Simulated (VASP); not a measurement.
# K (Im-3m) in VASP: further runs, part 2 of 2

VASP 6.6.1. The steps go on from the part before.

## Step 3: Single point, PBE

This run uses another cell than the first one, of 73.38 Å³/atom.

INCAR reads:

```
SYSTEM = K
PREC     = Accurate       ! precision mode
ENCUT    = 520            ! plane-wave cutoff, eV
EDIFF    = 1E-6           ! SCF threshold, eV
ISMEAR   = 0              ! smearing method
SIGMA    = 0.1            ! smearing width, eV
LREAL    = .False.        ! projectors in reciprocal space
LASPH    = .True.         ! aspherical terms in the spheres
NELM     = 100            ! most SCF steps
ALGO     = Fast           ! electronic algorithm
ISIF     = 2              ! what is computed and relaxed
LWAVE    = .False.        ! write WAVECAR
LCHARG   = .False.        ! write CHGCAR
GGA      = PE             ! functional
NBANDS   = 10             ! bands
```

KPOINTS reads:

```
Automatic mesh
0
Gamma
  12 12 12
  0 0 0
```

POSCAR reads:

```
K
1.0
   -2.6373718777      2.6373718777      2.6373718777
    2.6373718777     -2.6373718777      2.6373718777
    2.6373718777      2.6373718777     -2.6373718777
K
1
Direct
    0.0000000000      0.0000000000      0.0000000000
```

Potentials or basis: VASP PAW PBE potentials, release 64 (K_sv).

Launch:

```
cat potpaw_PBE.64/K_sv/POTCAR > POTCAR
mpirun -np 1 vasp_std > vasp.out
```

OUTCAR:

```text
SYSTEM = K
   PREC = Accurate
   ENCUT = 520
   EDIFF = 1E-6
   ISMEAR = 0
   LREAL = .False.
   LASPH = .True.
   NELM = 100
   ISIF = 2
   GGA = PE

 ion  position               nearest neighbor table
   1  0.000  0.000  0.000-

  LATTYP: Found a body centered cubic cell.
 ALAT       =     5.2747437554

  Lattice vectors:

 A1 = (  -2.6373718777,   2.6373718777,   2.6373718777)
 A2 = (   2.6373718777,  -2.6373718777,   2.6373718777)
 A3 = (   2.6373718777,   2.6373718777,  -2.6373718777)

Analysis of symmetry for initial positions (statically):
=====================================================================
 Subroutine PRICEL returns:
 Original cell was already a primitive cell.

 Routine SETGRP: Setting up the symmetry group for a
 body centered cubic supercell.

 Subroutine GETGRP returns: Found 48 space group operations
 (whereof 48 operations were pure point group operations)
 out of a pool of 48 trial point group operations.

The static configuration has the point symmetry O_h .

Analysis of symmetry for dynamics (positions and initial velocities):
=====================================================================
 Subroutine PRICEL returns:
 Original cell was already a primitive cell.

 Routine SETGRP: Setting up the symmetry group for a
 body centered cubic supercell.

 Subroutine GETGRP returns: Found 48 space group operations
 (whereof 48 operations were pure point group operations)
 out of a pool of 48 trial point group operations.

The dynamic configuration has the point symmetry O_h .

 Subroutine INISYM returns: Found 48 space group operations
 (whereof 48 operations are pure point group operations),
 and found     1 'primitive' translations

----------------------------------------------------------------------------------------
[... 114 lines left out ...]
  Thomas-Fermi vector in A             =   1.923104
   LORBIT       =      0    0 simple, 1 ext, 2 COOP (PROOUT), +10 PAW based schemes
   GGA     = PE    functional components
   LHFCALC =     F    Hartree Fock is set to
   AEXX    =    0.0000 exact exchange contribution
   IVDW    =     0    specifies the selected vdW correction
   LEPSILON=     F    determine dielectric tensor
   LRPA    =     F    only Hartree local field effects (RPA)
 non-spin polarized calculation
 RMM-DIIS sequential band-by-band and
 Gauss-broadening in eV      SIGMA  =   0.10
  energy-cutoff  :      520.00
  volume of cell :       73.38
 maximum number of plane-waves:      2006
 NGX is ok and might be reduce to    36
   NGX = 17   NGY = 17   NGZ = 17

 number of electron       9.0000001 magnetization

 Free energy of the ion-electron system (eV)
  ---------------------------------------------------
  ext. energy  EPLUGINS =         0.00000000
  ---------------------------------------------------
  free energy    TOTEN  =        -1.04833827 eV

  energy without entropy =       -1.04343577  energy(sigma->0) =       -1.04588702

 E-fermi :  -0.1264     XC(G=0):  -5.6570

 val. band max:       -0.1476540502   @ k =   0.2500   0.2500   0.0000
 cond. band min:      -0.0817654465   @ k =   0.3333   0.1667   0.0000
 fundamental gap:      0.0658886037
 Fermi energy:        -0.1264320415

 k-point     1 :       0.0000    0.0000    0.0000
  band No.  band energies     occupation
      1     -32.2468      2.00000
      2     -15.6960      2.00000
      3     -15.6960      2.00000
      4     -15.6960      2.00000
      5      -2.2745      2.00000
      6       4.1815      0.00000
      7       4.1815      0.00000
      8       4.1815      0.00000
      9       5.0921      0.00000
     10       5.0921      0.00000
[... 287 lines left out ...]
 k-point    24 :       0.4167    0.0833    0.0833
  band No.  band energies     occupation
      1     -32.2426      2.00000
      2     -15.7592      2.00000
      3     -15.7215      2.00000
      4     -15.7002      2.00000
      5       0.5064      0.00000
      6       0.6592      0.00000
      7       2.6608      0.00000
      8       4.4882      0.00000
      9       5.6115      0.00000
     10       5.6836      0.00000

 [... further k-points ...]

------------------------ aborting loop because EDIFF is reached ----------------------------------------

  FORCE on cell =-STRESS in cart. coord.  units (eV):
  Direction    XX          YY          ZZ          XY          YZ          ZX
  --------------------------------------------------------------------------------------
  -------------------------------------------------------------------------------------
  Total        0.0082386      0.0082386      0.0082386      0.0000000      0.0000000     -0.0000000
  in kB        0.1798836      0.1798836      0.1798836      0.0000000      0.0000000     -0.0000000
  external PRESSURE =       0.1798836 kB  Pullay stress =       0.0000000 kB

 VOLUME and BASIS-vectors are now :
 -----------------------------------------------------------------------------
  energy-cutoff  :      520.00
  volume of cell :       73.38
      direct lattice vectors                 reciprocal lattice vectors
    -2.637371878  2.637371878  2.637371878     0.000000000  0.189582669  0.189582669
     2.637371878 -2.637371878  2.637371878     0.189582669  0.000000000  0.189582669
     2.637371878  2.637371878 -2.637371878     0.189582669  0.189582669  0.000000000

 POSITION                                       TOTAL-FORCE (eV/Angst)
 -----------------------------------------------------------------------------------
      0.00000      0.00000      0.00000        -0.000000     -0.000000      0.000000
 -----------------------------------------------------------------------------------
    total drift:                               -0.000000      0.000000      0.000000

  FREE ENERGIE OF THE ION-ELECTRON SYSTEM (eV)
  ---------------------------------------------------
  free  energy   TOTEN  =        -1.0483382656 eV

  energy  without entropy=       -1.0434357725  energy(sigma->0) =       -1.04588702
```

Run time: 46 s. Hardware: 1 thread of Intel Xeon Platinum 8259CL at 2.50GHz (Skylake/Cascade Lake), shared host; peak memory 0.22 GiB.

What came out:

* Free energy: -1.0483 eV
* Pressure: 0.0 GPa
* Band gap on the k mesh: zero (an odd number of electrons rules out a gap without spin polarisation)

## Step 4: Relaxation of cell and atoms, PBE

INCAR reads:

```
PREC = Accurate
ENCUT = 600
EDIFF = 1E-6
ISMEAR = 0
SIGMA = 0.1
LREAL = False
LASPH = True
NELM = 80
ALGO = Normal
ISIF = 3
LWAVE = False
LCHARG = False
GGA = PE
IBRION = 2
NSW = 100
EDIFFG = -0.005
```

KPOINTS reads:

```
regular mesh
0
Gamma
  12 12 12
```

POSCAR reads:

```
K
1.0
   -2.6975585200      2.6975585200      2.6975585200
    2.6975585200     -2.6975585200      2.6975585200
    2.6975585200      2.6975585200     -2.6975585200
K
1
Direct
    0.0000000000      0.0000000000      0.0000000000
```

Potentials or basis: VASP PAW PBE potentials, release 64 (K_sv).

Launch:

```
cat potpaw_PBE.64/K_sv/POTCAR > POTCAR
mpirun -np 1 vasp_std > vasp.out
```

OUTCAR:

```text
PREC = Accurate
   ENCUT = 600
   EDIFF = 1E-6
   ISMEAR = 0
   LREAL = False
   LASPH = True
   NELM = 80
   ISIF = 3
   GGA = PE
   IBRION = 2
   NSW = 100
   EDIFFG = -0.005

 ion  position               nearest neighbor table
   1  0.000  0.000  0.000-

  LATTYP: Found a body centered cubic cell.
 ALAT       =     5.3951170400

  Lattice vectors:

 A1 = (  -2.6975585200,   2.6975585200,   2.6975585200)
 A2 = (   2.6975585200,  -2.6975585200,   2.6975585200)
 A3 = (   2.6975585200,   2.6975585200,  -2.6975585200)

Analysis of symmetry for initial positions (statically):
=====================================================================
 Subroutine PRICEL returns:
 Original cell was already a primitive cell.

 Routine SETGRP: Setting up the symmetry group for a
 body centered cubic supercell.

 Subroutine GETGRP returns: Found 48 space group operations
 (whereof 48 operations were pure point group operations)
 out of a pool of 48 trial point group operations.

The static configuration has the point symmetry O_h .

Analysis of symmetry for dynamics (positions and initial velocities):
=====================================================================
 Subroutine PRICEL returns:
 Original cell was already a primitive cell.

 Routine SETGRP: Setting up the symmetry group for a
 body centered cubic supercell.

 Subroutine GETGRP returns: Found 48 space group operations
 (whereof 48 operations were pure point group operations)
 out of a pool of 48 trial point group operations.

The dynamic configuration has the point symmetry O_h .

 Subroutine INISYM returns: Found 48 space group operations
 (whereof 48 operations are pure point group operations),
 and found     1 'primitive' translations

----------------------------------------------------------------------------------------

[... 125 lines left out ...]
  volume of cell :       78.52
 maximum number of plane-waves:      2659
 NGX is ok and might be reduce to    40
   NGX = 19   NGY = 19   NGZ = 19

--------------------------------------- Ionic step        1  -------------------------------------------

 number of electron       9.0000001 magnetization

 Free energy of the ion-electron system (eV)
  ---------------------------------------------------
  ext. energy  EPLUGINS =         0.00000000
  ---------------------------------------------------
  free energy    TOTEN  =        -1.04545214 eV

  energy without entropy =       -1.04044650  energy(sigma->0) =       -1.04294932

------------------------ aborting loop because EDIFF is reached ----------------------------------------

  FORCE on cell =-STRESS in cart. coord.  units (eV):
  Direction    XX          YY          ZZ          XY          YZ          ZX
  --------------------------------------------------------------------------------------
  -------------------------------------------------------------------------------------
  Total       -0.0969415     -0.0969415     -0.0969415      0.0000000      0.0000000     -0.0000000
  in kB       -1.9780976     -1.9780976     -1.9780976      0.0000000      0.0000000     -0.0000000
  external PRESSURE =      -1.9780976 kB  Pullay stress =       0.0000000 kB
[... 162 lines left out ...]
--------------------------------------- Ionic step        6  -------------------------------------------

 number of electron       8.9999999 magnetization

 Free energy of the ion-electron system (eV)
  ---------------------------------------------------
  ext. energy  EPLUGINS =         0.00000000
  ---------------------------------------------------
  free energy    TOTEN  =        -1.04853125 eV

  energy without entropy =       -1.04362211  energy(sigma->0) =       -1.04607668

 E-fermi :  -0.1365     XC(G=0):  -5.6465

 val. band max:       -0.1577619987   @ k =   0.2500   0.2500   0.0000
 cond. band min:      -0.0919538994   @ k =   0.3333   0.1667  -0.0000
 fundamental gap:      0.0658080993
 Fermi energy:        -0.1364875099

 k-point     1 :       0.0000    0.0000    0.0000
  band No.  band energies     occupation
      1     -32.2578      2.00000
      2     -15.7079      2.00000
      3     -15.7079      2.00000
      4     -15.7079      2.00000
      5      -2.2782      2.00000
      6       4.1673      0.00000
      7       4.1673      0.00000
      8       4.1673      0.00000
[... 243 lines left out ...]
 k-point    24 :       0.4167    0.0833    0.0833
  band No.  band energies     occupation
      1     -32.2537      2.00000
      2     -15.7701      2.00000
      3     -15.7330      2.00000
      4     -15.7120      2.00000
      5       0.4959      0.00000
      6       0.6469      0.00000
      7       2.6490      0.00000
      8       4.4642      0.00000

 [... further k-points ...]

------------------------ aborting loop because EDIFF is reached ----------------------------------------

  FORCE on cell =-STRESS in cart. coord.  units (eV):
  Direction    XX          YY          ZZ          XY          YZ          ZX
  --------------------------------------------------------------------------------------
  -------------------------------------------------------------------------------------
  Total        0.0031562      0.0031562      0.0031562      0.0000000     -0.0000000      0.0000000
  in kB        0.0686054      0.0686054      0.0686054      0.0000000     -0.0000000      0.0000000
  external PRESSURE =       0.0686054 kB  Pullay stress =       0.0000000 kB
[... 16 lines left out ...]
  FREE ENERGIE OF THE ION-ELECTRON SYSTEM (eV)
  ---------------------------------------------------
  free  energy   TOTEN  =        -1.0485312548 eV

  energy  without entropy=       -1.0436221116  energy(sigma->0) =       -1.04607668

 reached required accuracy - stopping structural energy minimisation
```

OSZICAR:

```text
N       E                     dE             d eps       ncg     rms          rms(c)
DAV:   1     0.517892273268E+02    0.51789E+02   -0.38553E+03  1152   0.944E+02
DAV:   2     0.722465489991E+00   -0.51067E+02   -0.50116E+02  1160   0.220E+02
[... 47 lines left out ...]
DAV:   1    -0.104928100415E+01   -0.75181E-03   -0.21261E-02  1168   0.177E+00    0.210E-01
DAV:   2    -0.104869732222E+01    0.58368E-03   -0.18586E-03  1272   0.523E-01    0.796E-02
DAV:   3    -0.104850460877E+01    0.19271E-03   -0.67207E-04  1592   0.244E-01    0.644E-02
DAV:   4    -0.104852316006E+01   -0.18551E-04   -0.56310E-05  1864   0.637E-02    0.194E-02
DAV:   5    -0.104853032267E+01   -0.71626E-05   -0.33067E-05  1760   0.392E-02    0.548E-03
DAV:   6    -0.104853125482E+01   -0.93215E-06   -0.71827E-07  1192   0.794E-03
   6 F= -.10485313E+01 E0= -.10460767E+01  d E =-.307912E-02
```

CONTCAR:

```text
K
   1.00000000000000
    -2.6413053805086393    2.6413053805086393    2.6413053805086393
     2.6413053805086393   -2.6413053805086393    2.6413053805086393
     2.6413053805086393    2.6413053805086393   -2.6413053805086393
  K
     1
Direct
     1.0000000000000000    1.0000000000000000    0.0000000000000000

  0.00000000E+00  0.00000000E+00  0.00000000E+00
```

It took 3.1 min on 1 thread of Intel Xeon Platinum 8259CL at 2.50GHz (Skylake/Cascade Lake), shared host; peak memory 0.27 GiB.

Results:

| Quantity | Value |
| --- | --- |
| Free energy | -1.0485 eV |
| Relaxed volume | 73.71 Å³/atom |
| Relaxed cell | a = 4.575 Å, b = 4.575 Å, c = 4.575 Å, α = 109.47°, β = 109.47°, γ = 109.47° |
| Space group after relaxing (to 0.1 Å) | Im-3m (No. 229) |
| Energy gained by relaxing | 3.1 meV/atom |
| Ionic steps | 6 |
| Pressure after relaxing | 0.0 GPa |
| Band gap on the k mesh | zero (an odd number of electrons rules out a gap without spin polarisation) |

Step by step:
```csv
step,energy change (eV),largest force (eV/Å),pressure (GPa),volume (Å³)
1,0.0000,0.0000,-0.20,78.52
2,-0.0012,0.0000,-0.16,77.42
3,-0.0026,0.0000,-0.08,75.56
4,-0.0025,0.0000,0.11,71.91
5,-0.0031,0.0000,-0.01,73.97
6,-0.0031,0.0000,0.01,73.71
```

Final structure:
```
K
1.0
    -2.64131    2.64131    2.64131
     2.64131   -2.64131    2.64131
     2.64131    2.64131   -2.64131
K
1
Direct
  0.00000 0.00000 0.00000
```

Levels at points of the mesh, in eV from the Fermi level:
| k point | band 1 | band 2 | band 3 | band 4 | band 5 | band 6 | band 7 | band 8 |
| --- | --- | --- | --- | --- | --- | --- | --- | --- |
| (0.00, 0.00, 0.00) | -32.12 | -15.57 | -15.57 | -15.57 | -2.14 | 4.30 | 4.30 | 4.30 |
| (0.50, 0.00, 0.00) | -32.12 | -15.64 | -15.59 | -15.57 | 0.46 | 0.70 | 3.18 | 4.87 |
| (0.50, 0.50, 0.50) | -32.11 | -15.62 | -15.62 | -15.62 | 1.69 | 1.69 | 3.48 | 3.48 |

## Step 5: Overview

| task | cell | k mesh | cutoff (eV) | gap on the mesh (eV) | pressure (GPa) |
| --- | --- | --- | --- | --- | --- |
| single point | a = 4.672 Å, angles 109.5°, 1 atom | 6 × 6 × 6 | 500 | none | -0.2 |
| single point | a = 4.568 Å, angles 109.5°, 1 atom | 12 × 12 × 12 | 520 | none | 0.0 |
| relaxation of cell and atoms | relaxed from a = 4.672 Å, angles 109.5°, 1 atom | 12 × 12 × 12 | 600 | none | 0.0 |

Alike in all rows: level PBE; potentials or basis VASP PAW PBE potentials, release 64 (K_sv); no spin polarisation; smearing gaussian 0.1 eV.

Absolute energies hang on the potentials; compare differences alone.
